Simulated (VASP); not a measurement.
# Sn (Fd-3m) in VASP: further runs

The runs below take Sn through electric field gradients, with LDA.

Program: VASP 6.6.1. These are calculated values, not measurements. Logs are shortened: lines on timing, memory, paths and dates and some standing lists are left out, and cuts for length are marked.

## (1) The cell of the first run

It takes space group Fd-3m (No. 227, cubic). Conventional cell: a = 6.360 Å, b = 6.360 Å, c = 6.360 Å, α = 90.00°, β = 90.00°, γ = 90.00°. Within 3.6 Å of Sn (site symmetry -43m) lie 4 Sn at 2.75 Å.

## (2) Electric field gradients, LDA (volume scaled by 0.9405)

INCAR

```
SYSTEM = Sn
  PREC = Accurate
  ENCUT = 520
  EDIFF = 1E-8
  ISMEAR = -1
  SIGMA = 0.03
  LREAL = .False.
  LASPH = .True.
  NELM = 100
  ALGO = Normal
  ISIF = 2
  LWAVE = .False.
  LCHARG = .False.
  LEFG = .True.
  NBANDS = 21
```

KPOINTS

```
regular mesh
0
Gamma
  9 9 9
  0 0 0
```

POSCAR

```
Sn
1.0
    0.0000000000      3.1799082881      3.1799082881
    3.1799082881      0.0000000000      3.1799082881
    3.1799082881      3.1799082881      0.0000000000
Sn
2
Direct
    0.5000000000      0.5000000000      0.5000000000
    0.7500000000      0.7500000000      0.7500000000
```

Potentials or basis: VASP PAW LDA potentials, release 64 (Sn_d).

On the command line:

```
cat potpaw_LDA.64/Sn_d/POTCAR > POTCAR
mpirun -np 1 vasp_std > vasp.out
```

OUTCAR:

```text
SYSTEM = Sn
   PREC = Accurate
   ENCUT = 520
   EDIFF = 1E-8
   ISMEAR = -1
   LREAL = .False.
   LASPH = .True.
   NELM = 100
   ISIF = 2

 ion  position               nearest neighbor table
   1  0.500  0.500  0.500-   2 2.75   2 2.75   2 2.75   2 2.75
   2  0.750  0.750  0.750-   1 2.75   1 2.75   1 2.75   1 2.75

  LATTYP: Found a face centered cubic cell.
 ALAT       =     6.3598165762

  Lattice vectors:

 A1 = (   0.0000000000,   3.1799082881,   3.1799082881)
 A2 = (   3.1799082881,   0.0000000000,   3.1799082881)
 A3 = (   3.1799082881,   3.1799082881,   0.0000000000)

Analysis of symmetry for initial positions (statically):
=====================================================================
 Subroutine PRICEL returns:
 Original cell was already a primitive cell.

 Routine SETGRP: Setting up the symmetry group for a
 face centered cubic supercell.

 Subroutine GETGRP returns: Found 48 space group operations
 (whereof 24 operations were pure point group operations)
 out of a pool of 48 trial point group operations.

The static configuration has the point symmetry T_d .
 The point group associated with its full space group is O_h .

Analysis of symmetry for dynamics (positions and initial velocities):
=====================================================================
 Subroutine PRICEL returns:
 Original cell was already a primitive cell.

 Routine SETGRP: Setting up the symmetry group for a
 face centered cubic supercell.

 Subroutine GETGRP returns: Found 48 space group operations
 (whereof 24 operations were pure point group operations)
 out of a pool of 48 trial point group operations.

The dynamic configuration has the point symmetry T_d .
 The point group associated with its full space group is O_h .

 Subroutine INISYM returns: Found 48 space group operations
 (whereof 24 operations are pure point group operations),
 and found     1 'primitive' translations

----------------------------------------------------------------------------------------

                                     Primitive cell

  volume of cell :      64.3093

  direct lattice vectors                    reciprocal lattice vectors
[... 121 lines left out ...]
 maximum number of plane-waves:      1759
 NGX is ok and might be reduce to    36
   NGX = 17   NGY = 17   NGZ = 17

 number of electron      28.0000003 magnetization

 Free energy of the ion-electron system (eV)
  ---------------------------------------------------
  ext. energy  EPLUGINS =         0.00000000
  ---------------------------------------------------
  free energy    TOTEN  =        -8.90830731 eV

  energy without entropy =       -8.90785302  energy(sigma->0) =       -8.90808017

 E-fermi :   6.0424     XC(G=0):  -9.4581

 val. band max:        5.8635853271   @ k =   0.1111   0.0000   0.0000
 cond. band min:       6.0786485957   @ k =   0.4444   0.0000   0.0000
 fundamental gap:      0.2150632686
 Fermi energy:         6.0424128336

 k-point     1 :       0.0000    0.0000    0.0000
  band No.  band energies     occupation
      1     -15.7130      2.00000
      2     -15.7130      2.00000
      3     -15.7130      2.00000
      4     -15.6426      2.00000
      5     -15.6426      2.00000
      6     -15.2764      2.00000
[... 565 lines left out ...]
     20      16.2359      0.00000
     21      16.4676      0.00000

 [... further k-points ...]

------------------------ aborting loop because EDIFF is reached ----------------------------------------

  FORCE on cell =-STRESS in cart. coord.  units (eV):
  Direction    XX          YY          ZZ          XY          YZ          ZX
  --------------------------------------------------------------------------------------
  -------------------------------------------------------------------------------------
  Total        1.0951934      1.0951934      1.0951934     -0.0000000      0.0000000     -0.0000000
  in kB       27.2852291     27.2852291     27.2852291     -0.0000000      0.0000000     -0.0000000
  external PRESSURE =      27.2852291 kB  Pullay stress =       0.0000000 kB

 VOLUME and BASIS-vectors are now :
 -----------------------------------------------------------------------------
  energy-cutoff  :      520.00
  volume of cell :       64.31
      direct lattice vectors                 reciprocal lattice vectors
     0.000000000  3.179908288  3.179908288    -0.157237239  0.157237239  0.157237239
     3.179908288  0.000000000  3.179908288     0.157237239 -0.157237239  0.157237239
     3.179908288  3.179908288  0.000000000     0.157237239  0.157237239 -0.157237239

 POSITION                                       TOTAL-FORCE (eV/Angst)
 -----------------------------------------------------------------------------------
      3.17991      3.17991      3.17991         0.000000      0.000000      0.000000
      4.76986      4.76986      4.76986        -0.000000     -0.000000     -0.000000
 -----------------------------------------------------------------------------------
    total drift:                                0.000000      0.000000      0.000000

  FREE ENERGIE OF THE ION-ELECTRON SYSTEM (eV)
  ---------------------------------------------------
  free  energy   TOTEN  =        -8.9083073128 eV

  energy  without entropy=       -8.9078530225  energy(sigma->0) =       -8.90808017

 Electric field gradients (V/A^2)
---------------------------------------------------------------------
 ion       V_xx      V_yy      V_zz      V_xy      V_xz      V_yz
---------------------------------------------------------------------
   1       0.000     0.000     0.000    -0.002    -0.002    -0.002
   2       0.000     0.000     0.000    -0.002    -0.002    -0.002
---------------------------------------------------------------------

 Electric field gradients after diagonalization (V/A^2)
 (convention: |V_zz| > |V_xx| > |V_yy|)
----------------------------------------------------------------------
 ion       V_xx      V_yy      V_zz     asymmetry (V_yy - V_xx)/ V_zz
----------------------------------------------------------------------
   1       0.002     0.002    -0.004       0.000
   2       0.002     0.002    -0.004       0.000
----------------------------------------------------------------------

           NMR quadrupolar parameters

 Cq : quadrupolar parameter    Cq=e*Q*V_zz/h
 eta: asymmetry parameters     (V_yy - V_xx)/ V_zz
 Q  : nuclear electric quadrupole moment in mb (millibarn)
----------------------------------------------------------------------
 ion       Cq(MHz)       eta       Q (mb)
----------------------------------------------------------------------
   1      -0.000       0.000       1.000
   2      -0.000       0.000       1.000
----------------------------------------------------------------------
```

OSZICAR:

```text
N       E                     dE             d eps       ncg     rms          rms(c)
DAV:   1     0.227682569309E+03    0.22768E+03   -0.14881E+04  1480   0.200E+03
DAV:   2     0.160187961069E+02   -0.21166E+03   -0.20742E+03  1480   0.445E+02
DAV:   3    -0.823317224520E+01   -0.24252E+02   -0.24130E+02  1715   0.140E+02
DAV:   4    -0.902987927555E+01   -0.79671E+00   -0.79637E+00  1665   0.290E+01
DAV:   5    -0.905702746081E+01   -0.27148E-01   -0.27148E-01  2082   0.521E+00    0.362E+00
DAV:   6    -0.895654879332E+01    0.10048E+00   -0.45218E-02  1863   0.220E+00    0.203E+00
DAV:   7    -0.890752352657E+01    0.49025E-01   -0.68991E-02  1570   0.227E+00    0.153E-01
DAV:   8    -0.890822419697E+01   -0.70067E-03   -0.62148E-03  1710   0.827E-01    0.564E-02
DAV:   9    -0.890830735707E+01   -0.83160E-04   -0.19515E-04  1899   0.988E-02    0.149E-02
DAV:  10    -0.890830699513E+01    0.36194E-06   -0.13978E-05  1991   0.385E-02    0.440E-03
DAV:  11    -0.890830731585E+01   -0.32072E-06   -0.10667E-06  1696   0.733E-03    0.166E-03
DAV:  12    -0.890830731285E+01    0.30059E-08   -0.56151E-08  1719   0.181E-03
   1 F= -.89083073E+01 E0= -.89080802E+01  d E =-.454290E-03
```

Run time: 29 s. Hardware: 1 thread of Intel Xeon Platinum 8375C at 2.90GHz (Ice Lake), shared host; peak memory 0.18 GiB.

Results:

- Free energy: -8.9083 eV
- Pressure: 2.7 GPa
- Band gap on the k mesh: zero (band 14 reaches 6.12 eV, above the bottom of band 15 at 6.08 eV)

Caveat: without QUAD_EFG the Cq values of the log hold for a quadrupole moment of 1 mb, not for the nuclei; spin-orbit coupling is left out, which moves the levels of the heavy elements.

## (3) Electric field gradients, LDA (volume scaled by 0.97)

INCAR

```
SYSTEM = Sn
ALGO     = Normal         ! electronic algorithm
EDIFF    = 1E-8           ! SCF threshold, eV
ENCUT    = 520            ! plane-wave cutoff, eV
ISIF     = 2              ! what is computed and relaxed
ISMEAR   = -1             ! smearing method
LASPH    = .True.         ! aspherical terms in the spheres
LCHARG   = .False.        ! write CHGCAR
LEFG     = .True.       
LREAL    = .False.        ! projectors in reciprocal space
LWAVE    = .False.        ! write WAVECAR
NBANDS   = 21             ! bands
NELM     = 80             ! most SCF steps
PREC     = Accurate       ! precision mode
SIGMA    = 0.03           ! smearing width, eV
```

KPOINTS

```
k-points
0
Gamma
  9 9 9
  0 0 0
```

POSCAR

```
Sn
1.0
    0.0000000000      3.2128139200      3.2128139200
    3.2128139200      0.0000000000      3.2128139200
    3.2128139200      3.2128139200      0.0000000000
Sn
2
Direct
    0.5000000000      0.5000000000      0.5000000000
    0.7500000000      0.7500000000      0.7500000000
```

Potentials or basis: VASP PAW LDA potentials, release 64 (Sn_d).

On the command line:

```
cat potpaw_LDA.64/Sn_d/POTCAR > POTCAR
mpirun -np 1 vasp_std > vasp.out
```

OUTCAR:

```text
SYSTEM = Sn
   EDIFF = 1E-8
   ENCUT = 520
   ISIF = 2
   ISMEAR = -1
   LASPH = .True.
   LREAL = .False.
   NELM = 80
   PREC = Accurate

 ion  position               nearest neighbor table
   1  0.500  0.500  0.500-   2 2.78   2 2.78   2 2.78   2 2.78
   2  0.750  0.750  0.750-   1 2.78   1 2.78   1 2.78   1 2.78

  LATTYP: Found a face centered cubic cell.
 ALAT       =     6.4256278400

  Lattice vectors:

 A1 = (   0.0000000000,   3.2128139200,   3.2128139200)
 A2 = (   3.2128139200,   0.0000000000,   3.2128139200)
 A3 = (   3.2128139200,   3.2128139200,   0.0000000000)

Analysis of symmetry for initial positions (statically):
=====================================================================
 Subroutine PRICEL returns:
 Original cell was already a primitive cell.

 Routine SETGRP: Setting up the symmetry group for a
 face centered cubic supercell.

[... 766 lines left out ...]
  volume of cell :       66.33
      direct lattice vectors                 reciprocal lattice vectors
     0.000000000  3.212813920  3.212813920    -0.155626816  0.155626816  0.155626816
     3.212813920  0.000000000  3.212813920     0.155626816 -0.155626816  0.155626816
     3.212813920  3.212813920  0.000000000     0.155626816  0.155626816 -0.155626816

 POSITION                                       TOTAL-FORCE (eV/Angst)
 -----------------------------------------------------------------------------------
      3.21281      3.21281      3.21281        -0.000000     -0.000000     -0.000000
      4.81922      4.81922      4.81922         0.000000      0.000000      0.000000
 -----------------------------------------------------------------------------------
    total drift:                                0.000000      0.000000      0.000000

  FREE ENERGIE OF THE ION-ELECTRON SYSTEM (eV)
  ---------------------------------------------------
  free  energy   TOTEN  =        -8.9325651777 eV

  energy  without entropy=       -8.9319419713  energy(sigma->0) =       -8.93225357

 Electric field gradients (V/A^2)
---------------------------------------------------------------------
 ion       V_xx      V_yy      V_zz      V_xy      V_xz      V_yz
---------------------------------------------------------------------
   1      -0.000    -0.000     0.000    -0.001    -0.001    -0.001
   2      -0.000    -0.000     0.000    -0.001    -0.001    -0.001
---------------------------------------------------------------------

 Electric field gradients after diagonalization (V/A^2)
 (convention: |V_zz| > |V_xx| > |V_yy|)
----------------------------------------------------------------------
 ion       V_xx      V_yy      V_zz     asymmetry (V_yy - V_xx)/ V_zz
----------------------------------------------------------------------
   1       0.001     0.001    -0.002       0.000
   2       0.001     0.001    -0.002       0.000
----------------------------------------------------------------------

           NMR quadrupolar parameters

 Cq : quadrupolar parameter    Cq=e*Q*V_zz/h
 eta: asymmetry parameters     (V_yy - V_xx)/ V_zz
 Q  : nuclear electric quadrupole moment in mb (millibarn)
----------------------------------------------------------------------
 ion       Cq(MHz)       eta       Q (mb)
----------------------------------------------------------------------
   1      -0.000       0.000       1.000
   2      -0.000       0.000       1.000
----------------------------------------------------------------------
```

OSZICAR:

```text
N       E                     dE             d eps       ncg     rms          rms(c)
DAV:   1     0.231524605322E+03    0.23152E+03   -0.14871E+04  1475   0.198E+03
DAV:   2     0.164365806097E+02   -0.21509E+03   -0.21023E+03  1470   0.447E+02
DAV:   3    -0.824630142693E+01   -0.24683E+02   -0.24551E+02  1705   0.142E+02
DAV:   4    -0.904249418940E+01   -0.79619E+00   -0.79583E+00  1645   0.289E+01
DAV:   5    -0.907021622738E+01   -0.27722E-01   -0.27721E-01  2179   0.524E+00    0.344E+00
DAV:   6    -0.897739178761E+01    0.92824E-01   -0.39696E-02  1897   0.217E+00    0.194E+00
DAV:   7    -0.893184187795E+01    0.45550E-01   -0.64640E-02  1590   0.219E+00    0.149E-01
DAV:   8    -0.893247879024E+01   -0.63691E-03   -0.57110E-03  1720   0.804E-01    0.551E-02
DAV:   9    -0.893256586180E+01   -0.87072E-04   -0.17767E-04  1834   0.969E-02    0.144E-02
DAV:  10    -0.893256480375E+01    0.10580E-05   -0.12531E-05  2050   0.346E-02    0.403E-03
DAV:  11    -0.893256518134E+01   -0.37759E-06   -0.10141E-06  1761   0.719E-03    0.127E-03
DAV:  12    -0.893256517771E+01    0.36312E-08   -0.55397E-08  1743   0.204E-03
   1 F= -.89325652E+01 E0= -.89322536E+01  d E =-.623206E-03
```

stdout:

```text
POSCAR found type information on POSCAR Sn
 POSCAR found :  1 types and       2 ions
 scaLAPACK will be used
 LDA part: xc-table for (Slater(with rela. corr.)+CA(PZ))
 , standard interpolation
 POSCAR, INCAR and KPOINTS ok, starting setup
 FFT: planning ... GRIDC
 FFT: planning ... GRID_SOFT
 FFT: planning ... GRID
 WAVECAR not read
 entering main loop
ion   1

ion   2
```

Wall time 30 s (1 thread of Intel Xeon Platinum 8375C at 2.90GHz (Ice Lake), shared host); peak memory 0.18 GiB.

Results:

* Free energy: -8.9326 eV
* Pressure: 1.1 GPa
* Band gap on the k mesh: zero (band 14 reaches 5.78 eV, above the bottom of band 15 at 5.67 eV)

Caveat: without QUAD_EFG the Cq values of the log hold for a quadrupole moment of 1 mb, not for the nuclei; spin-orbit coupling is left out, which moves the levels of the heavy elements.

(Part 1 of 2 ends here.)
